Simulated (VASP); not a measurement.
# Pb (Pm-3m) in VASP: single point with PBEsol

Aim: the single point of Pb with PBEsol.

Program: VASP 6.6.1. These are calculated values, not measurements. Logs are shortened: lines on timing, memory, paths and dates and some standing lists are left out, and cuts for length are marked.

**1. The cell of the first run**

It takes space group Pm-3m (No. 221, cubic). Conventional cell: a = 3.189 Å, b = 3.189 Å, c = 3.189 Å, α = 90.00°, β = 90.00°, γ = 90.00°. Within 4.2 Å of Pb (site symmetry m-3m) lie 6 Pb at 3.19 Å.

**2. Single point, PBEsol**

Input file INCAR:

```
SYSTEM = Pb
PREC = Accurate
ENCUT = 520
EDIFF = 1E-6
ISMEAR = -1
SIGMA = 0.13605693000000002
LREAL = .False.
LASPH = .True.
NELM = 60
ALGO = Normal
ISIF = 2
LWAVE = .False.
LCHARG = .False.
GGA = PS
NBANDS = 13
```

Input file KPOINTS:

```
Automatic mesh
0
Gamma
  10 10 10
  0 0 0
```

Input file POSCAR:

```
Pb
1.0
    3.1892543207      0.0000000000      0.0000000000
    0.0000000000      3.1892543207      0.0000000000
    0.0000000000      0.0000000000      3.1892543207
Pb
1
Direct
    0.0000000000      0.0000000000      0.0000000000
```

Potentials or basis: VASP PAW PBE potentials, release 64 (Pb_d).

Command:

```bash
$ cat potpaw_PBE.64/Pb_d/POTCAR > POTCAR
$ mpirun -np 1 vasp_std > vasp.out
```

OUTCAR:

```text
SYSTEM = Pb
   PREC = Accurate
   ENCUT = 520
   EDIFF = 1E-6
   ISMEAR = -1
   LREAL = .False.
   LASPH = .True.
   NELM = 60
   ISIF = 2
   GGA = PS

 ion  position               nearest neighbor table
   1  0.000  0.000  0.000-

  LATTYP: Found a simple cubic cell.
 ALAT       =     3.1892543207

  Lattice vectors:

 A1 = (   3.1892543207,   0.0000000000,   0.0000000000)
 A2 = (   0.0000000000,   3.1892543207,   0.0000000000)
 A3 = (   0.0000000000,   0.0000000000,   3.1892543207)

Analysis of symmetry for initial positions (statically):
=====================================================================
 Subroutine PRICEL returns:
 Original cell was already a primitive cell.

 Routine SETGRP: Setting up the symmetry group for a
 simple cubic supercell.

 Subroutine GETGRP returns: Found 48 space group operations
 (whereof 48 operations were pure point group operations)
 out of a pool of 48 trial point group operations.

The static configuration has the point symmetry O_h .

Analysis of symmetry for dynamics (positions and initial velocities):
=====================================================================
 Subroutine PRICEL returns:
 Original cell was already a primitive cell.

 Routine SETGRP: Setting up the symmetry group for a
 simple cubic supercell.

 Subroutine GETGRP returns: Found 48 space group operations
 (whereof 48 operations were pure point group operations)
 out of a pool of 48 trial point group operations.

The dynamic configuration has the point symmetry O_h .

 Subroutine INISYM returns: Found 48 space group operations
 (whereof 48 operations are pure point group operations),
 and found     1 'primitive' translations

----------------------------------------------------------------------------------------

                                     Primitive cell

  volume of cell :      32.4390

  direct lattice vectors                    reciprocal lattice vectors
     3.189254321  0.000000000  0.000000000     0.313552918  0.000000000  0.000000000
     0.000000000  3.189254321  0.000000000     0.000000000  0.313552918  0.000000000
     0.000000000  0.000000000  3.189254321     0.000000000  0.000000000  0.313552918

  length of vectors
     3.189254321  3.189254321  3.189254321     0.313552918  0.313552918  0.313552918

  position of ions in fractional coordinates (direct lattice)
     0.000000000  0.000000000  0.000000000

[... 81 lines left out ...]
   ISIF   =      2    stress and relaxation
   ISYM   =      2    0-nonsym 1-usesym 2-fastsym
   POTIM  = 0.5000    time-step for ionic-motion
   TEBEG  =    0.0;   TEEND  =   0.0 temperature during run
   PSTRESS=    0.0 pullay stress
   NELECT =      14.0000    total number of electrons
   NUPDOWN=      -1.0000    fix difference up-down
   EMIN   =  10.00;   EMAX   =-10.00  energy-range for DOS
   EFERMI =   0.00;   METHOD = LEGACY
   ISMEAR =    -1;   SIGMA  =   0.14  broadening in eV -4-tet -1-fermi 0-gaus
   EFERMI_NEDOS =   21; number of points for ismear=-14 and -15
   IALGO  =     38    algorithm
   IMIX   =      4    mixing-type and parameters
     AMIX     =   0.40;   BMIX     =  1.00
     AMIX_MAG =   1.60;   BMIX_MAG =  1.00
  volume/ion in A,a.u.               =      32.44       218.91
  Fermi-wavevector in a.u.,A,eV,Ry     =   1.237167  2.337907 20.824838  1.530582
  Thomas-Fermi vector in A             =   2.371745
   LORBIT       =      0    0 simple, 1 ext, 2 COOP (PROOUT), +10 PAW based schemes
   GGA     = PS    functional components
   LHFCALC =     F    Hartree Fock is set to
   AEXX    =    0.0000 exact exchange contribution
   IVDW    =     0    specifies the selected vdW correction
   LEPSILON=     F    determine dielectric tensor
   LRPA    =     F    only Hartree local field effects (RPA)
 non-spin polarized calculation
  energy-cutoff  :      520.00
  volume of cell :       32.44
 maximum number of plane-waves:       912
 NGX is ok and might be reduce to    24
   NGX = 11   NGY = 11   NGZ = 11

 number of electron      14.0000005 magnetization

 Free energy of the ion-electron system (eV)
  ---------------------------------------------------
  ext. energy  EPLUGINS =         0.00000000
  ---------------------------------------------------
  free energy    TOTEN  =        -3.83232779 eV

  energy without entropy =       -3.79703508  energy(sigma->0) =       -3.81468143

 E-fermi :   6.1107     XC(G=0):  -9.9255

 val. band max:        6.0947448736   @ k =   0.5000   0.5000   0.4000
 cond. band min:       6.1225428671   @ k =   0.3000   0.3000   0.1000
 fundamental gap:      0.0277979935
 Fermi energy:         6.1107151846

 k-point     1 :       0.0000    0.0000    0.0000
  band No.  band energies     occupation
      1     -11.0657      2.00000
      2     -11.0657      2.00000
      3     -10.4174      2.00000
      4     -10.4174      2.00000
      5     -10.4174      2.00000
      6      -5.3308      2.00000
      7      11.1947      0.00000
      8      11.1947      0.00000
      9      11.1947      0.00000
     10      14.1670      0.00000
     11      15.6352      0.00000
     12      15.6352      0.00000
     13      24.3535      0.00000
[... 354 lines left out ...]
  band No.  band energies     occupation
      1     -10.9717      2.00000
      2     -10.7191      2.00000
      3     -10.5545      2.00000
      4     -10.5506      2.00000
      5     -10.4414      2.00000
      6      -3.7630      2.00000
      7       4.9489      1.99961
      8      10.9014      0.00000
      9      11.1226      0.00000
     10      17.0863      0.00000
     11      17.3584      0.00000
     12      19.3681      0.00000
     13      19.5175      0.00000

 [... further k-points ...]

------------------------ aborting loop because EDIFF is reached ----------------------------------------

  FORCE on cell =-STRESS in cart. coord.  units (eV):
  Direction    XX          YY          ZZ          XY          YZ          ZX
  --------------------------------------------------------------------------------------
  -------------------------------------------------------------------------------------
  Total       -0.0720350     -0.0720350     -0.0720350      0.0000000      0.0000000      0.0000000
  in kB       -3.5578402     -3.5578402     -3.5578402      0.0000000      0.0000000      0.0000000
  external PRESSURE =      -3.5578402 kB  Pullay stress =       0.0000000 kB

 VOLUME and BASIS-vectors are now :
 -----------------------------------------------------------------------------
  energy-cutoff  :      520.00
  volume of cell :       32.44
      direct lattice vectors                 reciprocal lattice vectors
     3.189254321  0.000000000  0.000000000     0.313552918  0.000000000  0.000000000
     0.000000000  3.189254321  0.000000000     0.000000000  0.313552918  0.000000000
     0.000000000  0.000000000  3.189254321     0.000000000  0.000000000  0.313552918

 POSITION                                       TOTAL-FORCE (eV/Angst)
 -----------------------------------------------------------------------------------
      0.00000      0.00000      0.00000         0.000000      0.000000      0.000000
 -----------------------------------------------------------------------------------
    total drift:                                0.000000     -0.000000      0.000000

  FREE ENERGIE OF THE ION-ELECTRON SYSTEM (eV)
  ---------------------------------------------------
  free  energy   TOTEN  =        -3.8323277858 eV

  energy  without entropy=       -3.7970350817  energy(sigma->0) =       -3.81468143
```

OSZICAR:

```text
N       E                     dE             d eps       ncg     rms          rms(c)
DAV:   1     0.107100522638E+03    0.10710E+03   -0.71403E+03  1484   0.122E+03
DAV:   2     0.142745659268E+01   -0.10567E+03   -0.10254E+03  1536   0.311E+02
DAV:   3    -0.372026164630E+01   -0.51477E+01   -0.51303E+01  1786   0.746E+01
DAV:   4    -0.384389777239E+01   -0.12364E+00   -0.12360E+00  1724   0.123E+01
DAV:   5    -0.384862620444E+01   -0.47284E-02   -0.47283E-02  1919   0.217E+00    0.762E-01
DAV:   6    -0.383537310893E+01    0.13253E-01   -0.19691E-02  1797   0.254E+00    0.385E-01
DAV:   7    -0.383245959124E+01    0.29135E-02   -0.83067E-03  1836   0.155E+00    0.114E-01
DAV:   8    -0.383233254709E+01    0.12704E-03   -0.53717E-04  1926   0.376E-01    0.108E-02
DAV:   9    -0.383232884290E+01    0.37042E-05   -0.15074E-05  1963   0.658E-02    0.556E-03
DAV:  10    -0.383232766038E+01    0.11825E-05   -0.94325E-07  1192   0.920E-03    0.585E-04
DAV:  11    -0.383232778580E+01   -0.12543E-06   -0.17686E-07   928   0.725E-03
   1 F= -.38323278E+01 E0= -.38146814E+01  d E =-.352927E-01
```

Run time: 5.8 s. Hardware: 1 thread of Intel Xeon 6975P-C, shared host; peak memory 0.15 GiB.

Results:

```yaml
Free_energy: -3.8323 eV
Pressure: -0.4 GPa
Band_gap_on_the_k_mesh: zero (band 7 reaches 11.19 eV, above the bottom of band 8 at 4.23 eV)
```

Caveat: the PAW data sets were made with another functional, which shifts forces and pressure a little; spin-orbit coupling is left out, which moves the levels of the heavy elements.
